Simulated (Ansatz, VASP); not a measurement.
**One calculation of NiF, two programs**

File INCAR:

```
SYSTEM = NiF
ALGO = Normal ; EDIFF = 1E-6
ENCUT = 520 ; GGA = PE
ISIF = 2 ; ISMEAR = -1
ISPIN = 2 ; LASPH = .TRUE.
LCHARG = .FALSE. ; LMAXMIX = 4
LORBIT = 11 ; LREAL = .FALSE.
LWAVE = .FALSE. ; MAGMOM = 1 0
NBANDS = 20 ; NELM = 150
PREC = Accurate ; SIGMA = 0.05
```

Contents of KPOINTS:

```
k-points
0
G
  10 10 10
  0 0 0
```

Contents of POSCAR:

```
NiF
1.0
    0.0000000000      2.3503045577      2.3503045577
    2.3503045577      0.0000000000      2.3503045577
    2.3503045577      2.3503045577      0.0000000000
Ni F
1 1
Direct
    0.0000000000      0.0000000000      0.0000000000
    0.7500000000      0.7500000000      0.7500000000
```

input.yaml

```yaml
crystal:
  lattice:
    - [0.0, 2.3503045577, 2.3503045577]
    - [2.3503045577, 0.0, 2.3503045577]
    - [2.3503045577, 2.3503045577, 0.0]
  atoms:
    - { symbol: Ni, position: [0.0, 0.0, 0.0], spin: 1.0 }
    - { symbol: F, position: [0.75, 0.75, 0.75] }
kpoints:
  mp_grid: { grid: [10, 10, 10] }
scf:
  occupations: { method: fermi_dirac, width: 0.05 }
hamiltonian:
  xc: pbe
  pseudopotentials: { kind: all_electron, lapw: { basis_error: 0.0005 } }
magnetization:
  spin_polarized: true
output:
  forces: true
  stress: true
  eigenvalues: true
```

Change from the starting cell: volume scaled by 1.02.

Alike in both runs: task single point; functional PBE; k mesh 10 × 10 × 10; occupations fermi-dirac, width 0.05 eV; collinear spin.

|  | VASP | Ansatz |
| --- | --- | --- |
| version | VASP 6.6.1 | Ansatz 0.2.0 |
| potentials or method | VASP PAW PBE potentials, release 64 (Ni, F), cutoff 520 eV | all-electron LAPW, scalar-relativistic |

|  | VASP | Ansatz | Ansatz less VASP |
| --- | --- | --- | --- |
| gap on the k mesh at the Fermi level (eV) | none | none | - |
| pressure (GPa) | 5.4 | 5.4 | +0.02 |
| net moment per atom (μB) | 0.58 | 0.59 | +0.005 |
| size of the moment on the site where the two differ most (μB) | 1.14 | 1.15 | +0.014 |

Site moments also hang on the region over which each program counts them. A gap of «none» marks a metal or a gap that the smearing closes. Ansatz ran all-electron here, and VASP with PAW potentials.
